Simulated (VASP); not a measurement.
Wanted: the native input for a VASP 6.6.1 run.

* Task: single point
* Functional: r2SCAN
* Potentials or basis: VASP PAW PBE potentials, release 64 (Pb_d, S)
* Cutoff: 550 eV
* k mesh: 8 × 8 × 8
* Occupations: gaussian, width 0.05 eV
* Spin: no spin polarisation
* Dipole correction: no
* Further INCAR settings: ALGO = Normal; EDIFF = 1e-06; NBANDS = 17

Crystal: PbS.

```xyz
2
Lattice="0.0000 3.1132 2.8909 3.1132 0.0000 2.8909 3.1132 3.1132 0.0000" Properties=species:S:1:pos:R:3 pbc="T T T"
Pb    0.0000    0.0000    0.0000
S     3.1132    3.1132    2.8909
```

This cell differs from its parent crystal: strain +0.050 along x and y, -0.025 along z.

These files were run (other wordings do the same):

POSCAR

```
PbS
1.0
    0.0000000000      3.1132500000      2.8908750000
    3.1132500000      0.0000000000      2.8908750000
    3.1132500000      3.1132500000      0.0000000000
Pb S
1 1
Direct
    0.0000000000      0.0000000000      0.0000000000
    0.5000000000      0.5000000000      0.5000000000
```

INCAR.step1

```
  ALGO = Normal
  EDIFF = 1E-5
  ENCUT = 550
  GGA = PE
  GGA_COMPAT = False
  ISMEAR = 0
  LASPH = True
  LCHARG = False
  LREAL = False
  LWAVE = True
  NBANDS = 17
  NELM = 120
  PREC = Accurate
  SIGMA = 0.05
```

INCAR.step2

```
  ALGO = Normal
  EDIFF = 1E-6
  ENCUT = 550
  GGA_COMPAT = False
  ISIF = 2
  ISMEAR = 0
  ISTART = 1
  LASPH = True
  LCHARG = False
  LMIXTAU = True
  LREAL = False
  LWAVE = False
  METAGGA = R2SCAN
  NBANDS = 17
  NELM = 120
  PREC = Accurate
  SIGMA = 0.05
```

KPOINTS

```
k-points
0
Gamma
  8 8 8
```

Potentials or basis: VASP PAW PBE potentials, release 64 (Pb_d, S).

The run is started by

```console
$ cat potpaw_PBE.64/Pb_d/POTCAR potpaw_PBE.64/S/POTCAR > POTCAR
$ cp INCAR.step1 INCAR
$ mpirun -np 1 vasp_std > vasp.out
$ cp INCAR.step2 INCAR
$ mpirun -np 1 vasp_std > vasp.out
```

Results of the run:

The pressure is -1.8 GPa and the band gap on the k mesh is 0.72 eV.

Caveat: the cell differs from its parent crystal (strain +0.050 along x and y, -0.025 along z); the stress differs along the axes, from -5 to 4 GPa; the PAW data sets were made with another functional, which shifts forces and pressure a little; spin-orbit coupling is left out, which moves the levels of the heavy elements.

Wall time 3 min on 1 thread of AMD EPYC 9R45 96-Core Processor (Zen 5), with other jobs on the host, peak memory 0.2 GiB.
